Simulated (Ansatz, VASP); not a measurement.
**One calculation of Ir, two programs**

The input INCAR:

```
  PREC = Accurate
  ENCUT = 520
  EDIFF = 1E-6
  ISMEAR = -1
  SIGMA = 0.1
  LREAL = False
  LASPH = True
  NELM = 80
  ALGO = Normal
  ISIF = 2
  LWAVE = False
  LCHARG = False
  NBANDS = 10
```

The input KPOINTS:

```
regular mesh
0
Gamma
  17 17 17
```

POSCAR

```
Ir
1.0
    0.0000000000      1.6759354692      1.6759354692
    1.6759354692      0.0000000000      1.6759354692
    1.6759354692      1.6759354692      0.0000000000
Ir
1
Direct
    0.0000000000      0.0000000000      0.0000000000
```

Input for Ansatz:

```yaml
crystal:
  lattice:
    - [0.0, 1.6759354692, 1.6759354692]
    - [1.6759354692, 0.0, 1.6759354692]
    - [1.6759354692, 1.6759354692, 0.0]
  atoms:
    - { symbol: Ir, position: [0.0, 0.0, 0.0] }
kpoints:
  mp_grid: { grid: [17, 17, 17] }
scf:
  occupations: { method: fermi_dirac, width: 0.1 }
hamiltonian:
  xc: lda
  pseudopotentials: { kind: all_electron, lapw: { basis_error: 0.001 } }
output:
  forces: true
  stress: true
  eigenvalues: true
  populations: true
```

Change from the starting cell: volume scaled by 0.68, LAPW.

Alike in both runs: task single point; functional LDA; k mesh 17 × 17 × 17; occupations fermi-dirac, width 0.1 eV; no spin polarisation.

|  | VASP | Ansatz |
| --- | --- | --- |
| version | VASP 6.6.1 | Ansatz 0.2.0 |
| potentials or method | VASP PAW LDA potentials, release 64 (Ir), cutoff 520 eV | all-electron LAPW, scalar-relativistic |

|  | VASP | Ansatz | Ansatz less VASP |
| --- | --- | --- | --- |
| pressure (GPa) | 410.4 | 395.4 | -14.99 |

LDA's correlation is that of Perdew and Zunger in VASP and of Perdew and Wang (1992) in Ansatz. Both programs put the cell under a high pressure, so it lies far from rest at this level. Ansatz ran all-electron here, and VASP with PAW potentials.

Spin-orbit coupling is off throughout. Noted on VASP's run: the cell as given lies far from equilibrium.
